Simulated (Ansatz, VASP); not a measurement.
## GaN in VASP and in Ansatz

The input INCAR:

```
SYSTEM = GaN
ALGO = Normal
EDIFF = 1E-6
ENCUT = 520
GGA = CA
ISIF = 2
ISMEAR = -1
LASPH = .True.
LCHARG = .False.
LREAL = .False.
LWAVE = .False.
NBANDS = 16
NELM = 80
PREC = Accurate
SIGMA = 0.05
```

File KPOINTS:

```
k-points
0
Gamma
  17 17 17
  0 0 0
```

File POSCAR:

```
GaN
1.0
    0.0000000000      2.1346484429      2.1346484429
    2.1346484429      0.0000000000      2.1346484429
    2.1346484429      2.1346484429      0.0000000000
Ga N
1 1
Direct
    0.0000000000      0.0000000000      0.0000000000
    0.2500000000      0.2500000000      0.2500000000
```

Input for Ansatz:

```yaml
crystal:
  lattice:
    - [0.0, 2.1346484429, 2.1346484429]
    - [2.1346484429, 0.0, 2.1346484429]
    - [2.1346484429, 2.1346484429, 0.0]
  atoms:
    - { symbol: Ga, position: [0.0, 0.0, 0.0] }
    - { symbol: "N", position: [0.25, 0.25, 0.25] }
kpoints:
  mp_grid: { grid: [17, 17, 17] }
scf:
  occupations: { method: fermi_dirac, width: 0.05 }
hamiltonian:
  xc: lda
  pseudopotentials: { kind: paw }
output:
  forces: true
  stress: true
  eigenvalues: true
  populations: true
```

Change from the starting cell: volume scaled by 0.88, PAW files.

Alike in both runs: task single point; functional LDA; k mesh 17 × 17 × 17; occupations fermi-dirac, width 0.05 eV; no spin polarisation.

|  | VASP | Ansatz |
| --- | --- | --- |
| version | VASP 6.6.1 | Ansatz 0.2.0 |
| potentials or method | VASP PAW LDA potentials, release 64 (Ga_d, N) | PAW with Ansatz's default frozen-core files, scalar-relativistic |
| plane-wave cutoff (eV) | 520 | 420 |
| valence electrons in the cell | 18 | 18 |

```csv
,VASP,Ansatz,Ansatz less VASP
gap on the k mesh at the Fermi level (eV),2.80,2.78,-0.017
pressure (GPa),35.8,34.2,-1.62
```

LDA's correlation is that of Perdew and Zunger in VASP and of Perdew and Wang (1992) in Ansatz. Both programs put the cell under a high pressure, so it lies far from rest at this level.
